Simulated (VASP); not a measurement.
## Pt: single point with r2SCAN

Pt:

```
Pt
1.0
     2.76478    0.00000    0.00000
    -1.38239    2.39437    0.00000
     0.00000    0.00000    9.28084
Pt
4
Direct
  0.00000 0.00000 0.00000
  0.00000 0.00000 0.50000
  0.33333 0.66667 0.25000
  0.66667 0.33333 0.75000
```

This isn't the form of Pt at room conditions, which is fcc.

- Program: VASP 6.6.1
- Task: single point
- Functional: r2SCAN
- Potentials or basis: VASP PAW PBE potentials, release 64 (Pt)
- Cutoff: 550 eV
- k mesh: 17 × 17 × 5
- Occupations: fermi-dirac, width 0.1 eV
- Spin: no spin polarisation

```json
{
 "Pressure": "0.6 GPa",
 "Band gap on the k mesh": "zero (bands 20 and 21 overlap by 1.39 eV)"
}
```

Stress tensor (GPa, compression positive):
```
0.66 0.00 0.00
0.00 0.66 0.00
0.00 0.00 0.57
```

Levels at points of the mesh, in eV from the Fermi level:
| k point | band 18 | band 19 | band 20 | band 21 | band 22 | band 23 |
| --- | --- | --- | --- | --- | --- | --- |
| (0.00, 0.00, 0.00) | -1.39 | -1.39 | -0.96 | -0.96 | -0.45 | -0.16 |

Run time: 9.2 min on 1 thread of Intel(R) Xeon(R) Platinum 8259CL CPU @ 2.50GHz (Skylake/Cascade Lake), on a shared host, peak memory 0.29 GiB.

Caveat: the PAW data sets were made with another functional, which shifts forces and pressure a little; spin-orbit coupling is left out, which moves the levels of the heavy elements.
